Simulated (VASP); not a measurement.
# In (Im-3m) in VASP: notebook

Runs on In. Level: PBE. Tasks: single point.

Everything below comes from runs of VASP 6.6.1. Logs are shortened: lines on timing, memory, paths and dates and some standing lists are left out, and cuts for length are marked.

## Step 1: The cell of the first run

Symmetry: Im-3m, No. 229, cubic system. Conventional cell: a = 3.865 Å, b = 3.865 Å, c = 3.865 Å, α = 90.00°, β = 90.00°, γ = 90.00°. In (site symmetry m-3m) has 14 In at 3.35 to 3.87 Å within 4.4 Å.

This isn't the form of In at room conditions, which is tetragonal.

## Step 2: Single point, PBE

Contents of INCAR:

```
PREC = Accurate
ENCUT = 520
EDIFF = 1E-6
ISMEAR = -1
SIGMA = 0.06122561905347299
LREAL = F
LASPH = T
NELM = 100
ALGO = Normal
ISIF = 2
LWAVE = F
LCHARG = F
GGA = PE
NBANDS = 12
```

Contents of KPOINTS:

```
Automatic mesh
0
Gamma
  14 14 14
```

Contents of POSCAR:

```
In
1.0
   -1.9327005427      1.9327005427      1.9327005427
    1.9327005427     -1.9327005427      1.9327005427
    1.9327005427      1.9327005427     -1.9327005427
In
1
Direct
    0.0000000000      0.0000000000      0.0000000000
```

Potentials or basis: VASP PAW PBE potentials, release 64 (In_d).

Started as:

```console
> cat potpaw_PBE.64/In_d/POTCAR > POTCAR
> mpirun -np 1 vasp_std > vasp.out
```

OUTCAR:

```text
PREC = Accurate
   ENCUT = 520
   EDIFF = 1E-6
   ISMEAR = -1
   LREAL = F
   LASPH = T
   NELM = 100
   ISIF = 2
   GGA = PE

 ion  position               nearest neighbor table
   1  0.000  0.000  0.000-

  LATTYP: Found a body centered cubic cell.
 ALAT       =     3.8654010854

  Lattice vectors:

 A1 = (  -1.9327005427,   1.9327005427,   1.9327005427)
 A2 = (   1.9327005427,  -1.9327005427,   1.9327005427)
 A3 = (   1.9327005427,   1.9327005427,  -1.9327005427)

Analysis of symmetry for initial positions (statically):
=====================================================================
 Subroutine PRICEL returns:
 Original cell was already a primitive cell.

 Routine SETGRP: Setting up the symmetry group for a
 body centered cubic supercell.

 Subroutine GETGRP returns: Found 48 space group operations
 (whereof 48 operations were pure point group operations)
 out of a pool of 48 trial point group operations.

The static configuration has the point symmetry O_h .

Analysis of symmetry for dynamics (positions and initial velocities):
=====================================================================
 Subroutine PRICEL returns:
 Original cell was already a primitive cell.

 Routine SETGRP: Setting up the symmetry group for a
 body centered cubic supercell.

 Subroutine GETGRP returns: Found 48 space group operations
 (whereof 48 operations were pure point group operations)
 out of a pool of 48 trial point group operations.

The dynamic configuration has the point symmetry O_h .

 Subroutine INISYM returns: Found 48 space group operations
 (whereof 48 operations are pure point group operations),
 and found     1 'primitive' translations

----------------------------------------------------------------------------------------

                                     Primitive cell

  volume of cell :      28.8771

  direct lattice vectors                    reciprocal lattice vectors
    -1.932700543  1.932700543  1.932700543     0.000000000  0.258705365  0.258705365
     1.932700543 -1.932700543  1.932700543     0.258705365  0.000000000  0.258705365
     1.932700543  1.932700543 -1.932700543     0.258705365  0.258705365  0.000000000

  length of vectors
     3.347535536  3.347535536  3.347535536     0.365864636  0.365864636  0.365864636

  position of ions in fractional coordinates (direct lattice)
     0.000000000  0.000000000  0.000000000

  ion indices of the primitive-cell ions
   primitive index   ion index
                 1           1

----------------------------------------------------------------------------------------

 KPOINTS: Automatic mesh

Automatic generation of k-mesh.
 Grid dimensions read from file:
 generate k-points for:   14   14   14

 Generating k-lattice:

  Cartesian coordinates                     Fractional coordinates (reciprocal lattice)
     0.000000000  0.018478955  0.018478955     0.071428571  0.000000000  0.000000000
     0.018478955  0.000000000  0.018478955     0.000000000  0.071428571  0.000000000
     0.018478955  0.018478955  0.000000000     0.000000000  0.000000000  0.071428571

  Length of vectors
     0.026133188  0.026133188  0.026133188

  Shift w.r.t. Gamma in fractional coordinates (k-lattice)
     0.000000000  0.000000000  0.000000000

 Subroutine IBZKPT returns following result:
 ===========================================

 Found    104 irreducible k-points:

 Following reciprocal coordinates:
            Coordinates               Weight
  0.000000  0.000000  0.000000      1.000000
  0.071429  0.000000  0.000000     12.000000
  0.142857  0.000000  0.000000     12.000000
  0.214286  0.000000  0.000000     12.000000
  0.285714  0.000000  0.000000     12.000000
  0.357143  0.000000  0.000000     12.000000
[... 16 lines left out ...]
  0.285714  0.285714  0.000000     24.000000
  0.357143  0.285714  0.000000     24.000000
 [... further k-points ...]
   k-points           NKPTS =    104   k-points in BZ     NKDIM =    104   number of bands    NBANDS=     12
   number of dos      NEDOS =    301   number of ions     NIONS =      1
   total plane-waves  NPLWV =  21952
   dimension x,y,z NGX =    28 NGY =   28 NGZ =   28
   dimension x,y,z NGXF=    56 NGYF=   56 NGZF=   56
   ions per type =               1
   NGX,Y,Z   is equivalent  to a cutoff of  13.91, 13.91, 13.91 a.u.
   NGXF,Y,Z  is equivalent  to a cutoff of  27.81, 27.81, 27.81 a.u.
 SYSTEM =  unknown system
   PREC   = accura    normal or accurate (medium, high low for compatibility)
   ISTART =      0    job   : 0-new  1-cont  2-samecut
   ICHARG =      2    charge: 1-file 2-atom 10-const
   ISPIN  =      1    spin polarized calculation?
   LNONCOLLINEAR =      F non collinear calculations
   LSORBIT =      F    spin-orbit coupling
   LASPH  =      T    aspherical Exc in radial PAW
   ENCUT  =  520.0 eV  38.22 Ry    6.18 a.u.   6.22  6.22  6.22*2*pi/ulx,y,z
   NELM   =    100;   NELMIN=  2; NELMDL= -5     # of ELM steps
   EDIFF  = 0.1E-05   stopping-criterion for ELM
   LREAL  =      F    real-space projection
   EDIFFG = 0.1E-04   stopping-criterion for IOM
   NSW    =      0    number of steps for IOM
   IBRION =     -1    ionic relax: 0-MD 1-quasi-New 2-CG
   NFREE  =      0    steps in history (QN), initial steepest desc. (CG)
   ISIF   =      2    stress and relaxation
   ISYM   =      2    0-nonsym 1-usesym 2-fastsym
   POTIM  = 0.5000    time-step for ionic-motion
   TEBEG  =    0.0;   TEEND  =   0.0 temperature during run
   PSTRESS=    0.0 pullay stress
   NELECT =      13.0000    total number of electrons
   NUPDOWN=      -1.0000    fix difference up-down
   EMIN   =  10.00;   EMAX   =-10.00  energy-range for DOS
   EFERMI =   0.00;   METHOD = LEGACY
   ISMEAR =    -1;   SIGMA  =   0.06  broadening in eV -4-tet -1-fermi 0-gaus
   EFERMI_NEDOS =   21; number of points for ismear=-14 and -15
   IALGO  =     38    algorithm
   IMIX   =      4    mixing-type and parameters
     AMIX     =   0.40;   BMIX     =  1.00
     AMIX_MAG =   1.60;   BMIX_MAG =  1.00
  volume/ion in A,a.u.               =      28.88       194.87
  Fermi-wavevector in a.u.,A,eV,Ry     =   1.254695  2.371029 21.419090  1.574259
  Thomas-Fermi vector in A             =   2.388487
   LORBIT       =      0    0 simple, 1 ext, 2 COOP (PROOUT), +10 PAW based schemes
   GGA     = PE    functional components
   LHFCALC =     F    Hartree Fock is set to
   AEXX    =    0.0000 exact exchange contribution
   IVDW    =     0    specifies the selected vdW correction
   LEPSILON=     F    determine dielectric tensor
   LRPA    =     F    only Hartree local field effects (RPA)
 non-spin polarized calculation
  energy-cutoff  :      520.00
  volume of cell :       28.88
 maximum number of plane-waves:       798
 NGX is ok and might be reduce to    28
   NGX = 13   NGY = 13   NGZ = 13

 number of electron      13.0000005 magnetization

 Free energy of the ion-electron system (eV)
  ---------------------------------------------------
  ext. energy  EPLUGINS =         0.00000000
  ---------------------------------------------------
  free energy    TOTEN  =        -2.54689250 eV

  energy without entropy =       -2.53807673  energy(sigma->0) =       -2.54248461

 E-fermi :   6.4209     XC(G=0):  -9.7944

 val. band max:        6.4205601923   @ k =  -0.2857   0.5000   0.0714
 cond. band min:       6.4235043352   @ k =  -0.3571   0.5000   0.2143
 fundamental gap:      0.0029441429
 Fermi energy:         6.4208790902

 k-point     1 :       0.0000    0.0000    0.0000
  band No.  band energies     occupation
      1      -8.1307      2.00000
      2      -8.1307      2.00000
      3      -8.1307      2.00000
      4      -7.9157      2.00000
      5      -7.9157      2.00000
      6      -2.4330      2.00000
      7      16.5270      0.00000
      8      16.5270      0.00000
      9      16.5270      0.00000
     10      19.1522      0.00000
     11      19.1522      0.00000
     12      19.1522      0.00000

 k-point     2 :       0.0714    0.0000    0.0000
  band No.  band energies     occupation
      1      -8.1349      2.00000
      2      -8.1264      2.00000
      3      -8.1142      2.00000
      4      -7.9202      2.00000
      5      -7.9159      2.00000
      6      -2.3237      2.00000
      7      15.4772      0.00000
      8      16.0369      0.00000
      9      16.3144      0.00000
     10      18.2962      0.00000
     11      18.6278      0.00000
     12      18.9805      0.00000

 k-point     3 :       0.1429    0.0000    0.0000
  band No.  band energies     occupation
      1      -8.1465      2.00000
      2      -8.1164      2.00000
      3      -8.0674      2.00000
      4      -7.9314      2.00000
      5      -7.9165      2.00000
      6      -1.9943      2.00000
      7      13.3099      0.00000
      8      15.0501      0.00000
      9      15.7325      0.00000
     10      17.5179      0.00000
     11      17.8654      0.00000
     12      19.0139      0.00000

 k-point     4 :       0.2143    0.0000    0.0000
  band No.  band energies     occupation
      1      -8.1632      2.00000
      2      -8.1090      2.00000
      3      -7.9990      2.00000
      4      -7.9426      2.00000
      5      -7.9173      2.00000
      6      -1.4411      2.00000
      7      10.9932      0.00000
      8      14.0348      0.00000
      9      15.0113      0.00000
     10      16.9173      0.00000
     11      17.2103      0.00000
     12      19.4484      0.00000

 k-point     5 :       0.2857    0.0000    0.0000
  band No.  band energies     occupation
      1      -8.1817      2.00000
      2      -8.1130      2.00000
      3      -7.9453      2.00000
      4      -7.9216      2.00000
      5      -7.9181      2.00000
      6      -0.6619      2.00000
      7       8.7723      0.00000
      8      13.1587      0.00000
      9      14.3508      0.00000
     10      16.4614      0.00000
     11      16.6999      0.00000
     12      20.1781      0.00000
[... 228 lines left out ...]
      1      -8.1747      2.00000
      2      -8.0805      2.00000
      3      -7.9480      2.00000
      4      -7.9395      2.00000
      5      -7.8533      2.00000
      6       1.6392      2.00000
      7       6.3435      1.55950
      8       8.3502      0.00000
      9      12.5696      0.00000
     10      17.8395      0.00000
     11      19.0587      0.00000
     12      21.8818      0.00000

 k-point    22 :       0.3571    0.2143    0.0000
  band No.  band energies     occupation
      1      -8.1778      2.00000
      2      -8.0753      2.00000
      3      -7.9540      2.00000
      4      -7.9271      2.00000
      5      -7.8457      2.00000
      6       2.8041      2.00000
      7       4.8671      2.00000
      8       8.0182      0.00000
      9      12.3726      0.00000
     10      17.6893      0.00000
     11      20.1487      0.00000
     12      21.4218      0.00000

 k-point    23 :       0.2857    0.2857    0.0000
  band No.  band energies     occupation
      1      -8.1726      2.00000
      2      -8.0486      2.00000
      3      -7.9693      2.00000
      4      -7.9246      2.00000
      5      -7.8635      2.00000
      6       2.7418      2.00000
      7       5.7510      1.99996
      8       6.9058      0.00073
      9      12.3027      0.00000
     10      18.7479      0.00000
     11      18.9225      0.00000
     12      21.3982      0.00000

 k-point    24 :       0.3571    0.2857    0.0000
  band No.  band energies     occupation
      1      -8.1719      2.00000
      2      -8.0306      2.00000
      3      -7.9834      2.00000
      4      -7.9105      2.00000
      5      -7.8761      2.00000
      6       3.4955      2.00000
      7       5.1532      2.00000
      8       6.4349      0.88569
      9      12.2122      0.00000
     10      18.7478      0.00000
     11      19.9358      0.00000
     12      20.1448      0.00000

 [... further k-points ...]

------------------------ aborting loop because EDIFF is reached ----------------------------------------

  FORCE on cell =-STRESS in cart. coord.  units (eV):
  Direction    XX          YY          ZZ          XY          YZ          ZX
  --------------------------------------------------------------------------------------
  -------------------------------------------------------------------------------------
  Total       -0.2201441     -0.2201441     -0.2201441     -0.0000000      0.0000000      0.0000000
  in kB      -12.2141667    -12.2141667    -12.2141667     -0.0000000      0.0000000      0.0000000
  external PRESSURE =     -12.2141667 kB  Pullay stress =       0.0000000 kB

 VOLUME and BASIS-vectors are now :
 -----------------------------------------------------------------------------
  energy-cutoff  :      520.00
  volume of cell :       28.88
      direct lattice vectors                 reciprocal lattice vectors
    -1.932700543  1.932700543  1.932700543     0.000000000  0.258705365  0.258705365
     1.932700543 -1.932700543  1.932700543     0.258705365  0.000000000  0.258705365
     1.932700543  1.932700543 -1.932700543     0.258705365  0.258705365  0.000000000

 POSITION                                       TOTAL-FORCE (eV/Angst)
 -----------------------------------------------------------------------------------
      0.00000      0.00000      0.00000         0.000000      0.000000     -0.000000
 -----------------------------------------------------------------------------------
    total drift:                               -0.000000      0.000000      0.000000

  FREE ENERGIE OF THE ION-ELECTRON SYSTEM (eV)
  ---------------------------------------------------
  free  energy   TOTEN  =        -2.5468924954 eV

  energy  without entropy=       -2.5380767320  energy(sigma->0) =       -2.54248461
```

Run time: 47 s. Hardware: 1 thread of AMD EPYC 7R13, shared host; peak memory 0.15 GiB.

What came out:

| Quantity | Value |
| --- | --- |
| Free energy | -2.5469 eV |
| Pressure | -1.2 GPa |
| Band gap on the k mesh | zero (an odd number of electrons rules out a gap without spin polarisation) |

Caveat: spin-orbit coupling is left out, which moves the levels of the heavy elements.

[end of part 1 of 2]
